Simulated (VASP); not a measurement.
Runs of VASP 6.6.1 on Se. It takes space group R-3m (No. 166, trigonal). Conventional cell: a = 3.850 Å, b = 3.850 Å, c = 2.645 Å, α = 90.00°, β = 90.00°, γ = 120.00°. Se (site symmetry -3m) has 14 Se at 2.39 to 2.84 Å within 3.2 Å. 

```tsv
k mesh	gap on the mesh (eV)	pressure (GPa)
7 × 7 × 7	none	162.4
6 × 6 × 6	none	(a)
5 × 5 × 5	none	154.2
4 × 4 × 4	none	159.0
9 × 9 × 9	none	(b)
```

Alike in all rows: task single point; level PBE; potentials or basis VASP PAW PBE potentials, release 64 (Se); no spin polarisation; cell as given; cutoff (eV) 520; smearing methfessel-paxton 0.1 eV.

Question: Fill in the values left out.

Answer: (a) 155.6; (b) 160.3.

Caveats: some runs use coarse meshes.

A k mesh can miss the band edges, and the runs leave out spin-orbit coupling on Se.

A gap of «none» marks levels without a gap at the run's occupations.
